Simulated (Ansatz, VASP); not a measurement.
Ag in VASP and in Ansatz

Contents of INCAR:

```
  ALGO = Normal
  EDIFF = 1E-6
  ENCUT = 520
  GGA = PS
  ISIF = 2
  ISMEAR = -1
  LASPH = T
  LCHARG = F
  LREAL = F
  LWAVE = F
  NBANDS = 18
  NELM = 100
  PREC = Accurate
  SIGMA = 0.08
```

KPOINTS

```
k-points
0
Gamma
  13 13 13
```

File POSCAR:

```
Ag
1.0
    0.0000000000      2.2244084304      2.2244084304
    2.2244084304      0.0000000000      2.2244084304
    2.2244084304      2.2244084304      0.0000000000
Ag
2
Direct
   -0.1250000000     -0.1250000000     -0.1250000000
    0.1250000000      0.1250000000      0.1250000000
```

Input for Ansatz:

```yaml
crystal:
  lattice:
    - [0.0, 2.2244084304, 2.2244084304]
    - [2.2244084304, 0.0, 2.2244084304]
    - [2.2244084304, 2.2244084304, 0.0]
  atoms:
    - { symbol: Ag, position: [-0.125, -0.125, -0.125] }
    - { symbol: Ag, position: [0.125, 0.125, 0.125] }
kpoints:
  mp_grid: { grid: [13, 13, 13] }
  band_path:
    path:
      - [0.0, 0.0, 0.0]
      - [0.5, 0.0, 0.5]
      - [0.625, 0.25, 0.625]
      - [0.375, 0.375, 0.75]
      - [0.0, 0.0, 0.0]
      - [0.5, 0.5, 0.5]
      - [0.5, 0.25, 0.75]
      - [0.5, 0.0, 0.5]
    npoints: 8
scf:
  occupations: { method: fermi_dirac, width: 0.08 }
hamiltonian:
  xc: pbesol
  pseudopotentials: { kind: all_electron, lapw: { basis_error: 0.001 } }
output:
  forces: true
  stress: true
  eigenvalues: true
  populations: true
  dos: { projected: true, de: 0.2, e_range: [-14, 8] }
```

Change from the starting cell: volume scaled by 0.4, LAPW.

Alike in both runs: task single point; functional PBEsol; k mesh 13 × 13 × 13; occupations fermi-dirac, width 0.08 eV; no spin polarisation.

|  | VASP | Ansatz |
| --- | --- | --- |
| version | VASP 6.6.1 | Ansatz 0.2.0 |
| potentials or method | VASP PAW PBE potentials, release 64 (Ag), cutoff 520 eV | all-electron LAPW, scalar-relativistic |

Ansatz gave:

| Quantity | Value |
| --- | --- |
| pressure (GPa) | 445.4 |

**Question.** Estimate VASP's values.

**Answer.** Pressure (GPa): 401.6.

VASP's potentials were made for PBE, not for PBEsol. The pressures are high and differ by over a tenth, so treat them with care. Ansatz ran all-electron here, and VASP with PAW potentials.

Noted on VASP's run: the cell as given lies far from equilibrium.
